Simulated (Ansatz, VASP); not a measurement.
PbO in VASP and in Ansatz

File INCAR:

```
PREC = Accurate
ENCUT = 520
EDIFF = 1E-6
ISMEAR = -1
SIGMA = 0.05
LREAL = False
LASPH = True
NELM = 80
ALGO = Normal
ISIF = 2
LWAVE = False
LCHARG = False
GGA = PS
NBANDS = 50
```

KPOINTS

```
Automatic mesh
0
Gamma
  5 5 6
```

POSCAR

```
PbO
1.0
    5.7965848595      0.0000000000      0.0000000000
    0.0000000000      5.4019909276      0.0000000000
    0.0000000000      0.0000000000      4.6788975474
Pb O
4 4
Direct
    0.7690000000      0.5140000000      0.2500000000
    0.2310000000      0.4860000000      0.7500000000
    0.7690000000      0.9860000000      0.7500000000
    0.2310000000      0.0140000000      0.2500000000
    0.1320000000      0.5820000000      0.2500000000
    0.8680000000      0.4180000000      0.7500000000
    0.1320000000      0.9180000000      0.7500000000
    0.8680000000      0.0820000000      0.2500000000
```

The input input.yaml:

```yaml
crystal:
  lattice:
    - [5.7965848595, 0.0, 0.0]
    - [0.0, 5.4019909276, 0.0]
    - [0.0, 0.0, 4.6788975474]
  atoms:
    - { symbol: Pb, position: [0.769, 0.514, 0.25] }
    - { symbol: Pb, position: [0.231, 0.486, 0.75] }
    - { symbol: Pb, position: [0.769, 0.986, 0.75] }
    - { symbol: Pb, position: [0.231, 0.014, 0.25] }
    - { symbol: O, position: [0.132, 0.582, 0.25] }
    - { symbol: O, position: [0.868, 0.418, 0.75] }
    - { symbol: O, position: [0.132, 0.918, 0.75] }
    - { symbol: O, position: [0.868, 0.082, 0.25] }
hamiltonian:
  xc: pbesol
  pseudopotentials: { kind: paw }
kpoints:
  mp_grid: { grid: [5, 5, 6] }
scf:
  occupations: { method: fermi_dirac, width: 0.05 }
output:
  forces: true
  stress: true
  eigenvalues: true
  write_density: true
  write_potential: true
  elf: true
  volumetric_format: npy
```

Alike in both runs: task single point; functional PBEsol; k mesh 5 × 5 × 6; occupations fermi-dirac, width 0.05 eV; no spin polarisation.

|  | VASP | Ansatz |
| --- | --- | --- |
| version | VASP 6.6.1 | Ansatz 0.2.0 |
| potentials or method | VASP PAW PBE potentials, release 64 (Pb_d, O) | Ansatz PAW |
| plane-wave cutoff (eV) | 520 | 420 |
| valence electrons in the cell | 80 | 80 |

|  | VASP | Ansatz | Ansatz less VASP |
| --- | --- | --- | --- |
| gap on the k mesh at the Fermi level (eV) | 1.92 | 1.93 | +0.004 |
| least direct gap on the mesh (eV) | 2.12 | 2.12 | +0.002 |
| pressure (GPa) | 1.9 | 1.9 | -0.07 |
| traceless stress, the component that is largest in VASP (GPa) | 5.63 | 5.46 | -0.172 |
| rms of the force components (eV/Å) | 0.590 | 0.575 | -0.0147 |

VASP's potentials were made for PBE, not for PBEsol. Atom by atom the forces differ by 0.024 eV/Å (rms over components). The functional is the same, so the differences come from potentials, cutoffs and numerics.

Spin-orbit coupling is off throughout. Noted on Ansatz's run: odd divisions of the mesh miss points on the zone boundary, where band edges often lie, so the gap on the mesh can be too wide.
